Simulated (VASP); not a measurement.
**MgO: single point with PBE**

Crystal: MgO.

```
CELL_PARAMETERS angstrom
2.89033 0.00000 0.00000
-1.44517 2.50310 0.00000
0.00000 0.00000 2.76839
ATOMIC_POSITIONS crystal
Mg 0.00000 0.00000 0.00000
O 0.33333 0.66667 0.50000
```

This cell differs from its parent crystal: ratio of the length along z to the lengths across it x 1.05, volume and fractional coordinates fixed.

* Program: VASP 6.6.1
* Task: single point
* Functional: PBE
* Potentials or basis: VASP PAW PBE potentials, release 64 (Mg, O)
* Cutoff: 520 eV
* k mesh: 12 × 12 × 10
* Occupations: gaussian, width 0.05 eV
* Spin: no spin polarisation

```yaml
Pressure: -1.5 GPa
Band_gap_on_the_k_mesh: 2.76 eV, indirect (least direct gap 3.17 eV)
```

Stress tensor (GPa, compression positive):
```
  7.12   0.00   0.00
  0.00   7.12   0.00
  0.00   0.00 -18.75
```

Levels at points of the mesh, in eV from the valence-band top:
```
           k point  band 1  band 2  band 3  band 4  band 5  band 6  band 7  band 8  band 9
(0.00, 0.00, 0.00)  -17.47   -0.90   -0.41   -0.41    2.76   11.60   16.17   16.17   19.83
(0.50, 0.00, 0.00)  -16.36   -4.85   -1.15   -0.45    6.56   10.43   12.61   17.68   17.95
(0.00, 0.00, 0.50)  -16.54   -5.58    0.00    0.00    8.50    8.57   17.62   17.62   19.02
(0.50, 0.00, 0.50)  -15.73   -3.76   -3.48   -0.77    5.43   11.65   13.53   15.15   15.25
```

Run time: 26 s on 1 thread of Intel Xeon 8259CL, on a shared host, peak memory 0.16 GiB.

 A k mesh can miss the band edges.
